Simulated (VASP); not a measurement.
LuZr, 2 atoms in the cell. It takes space group P-6m2 (No. 187, hexagonal). Conventional cell: a = 3.372 Å, b = 3.372 Å, c = 5.261 Å, α = 90.00°, β = 90.00°, γ = 120.00°. Lu (site symmetry -6m2) has 6 Zr at 3.27 Å and 6 Lu at 3.37 Å within 4.3 Å. Within 4.3 Å of Zr (site symmetry -6m2) lie 6 Lu at 3.27 Å and 6 Zr at 3.37 Å. 

```yaml
Program: VASP 6.6.1
Task: single point
Functional: PBEsol
Potentials_or_basis: VASP PAW PBE potentials, release 64 (Lu, Zr_sv)
Cutoff: 520 eV
k_mesh: 8 × 8 × 4
Occupations: fermi-dirac, width 0.02 eV
Spin: no spin polarisation
Dipole_correction: no
Further_INCAR_settings: ALGO = Normal; EDIFF = 1e-06; NBANDS = 26
```

Potentials or basis: VASP PAW PBE potentials, release 64 (Lu, Zr_sv).

The run is started by

```bash
$ cat potpaw_PBE.64/Lu/POTCAR potpaw_PBE.64/Zr_sv/POTCAR > POTCAR
$ mpirun -np 1 vasp_std > vasp.out
```

Hardware: 1 thread of AMD EPYC 7R13, on a shared host.

Question: How long does it take, and how much memory?

Answer: Wall time 99 s on 1 thread of AMD EPYC 7R13, on a shared host, peak memory 0.18 GiB. Counts: scf iterations 13, k points 30.
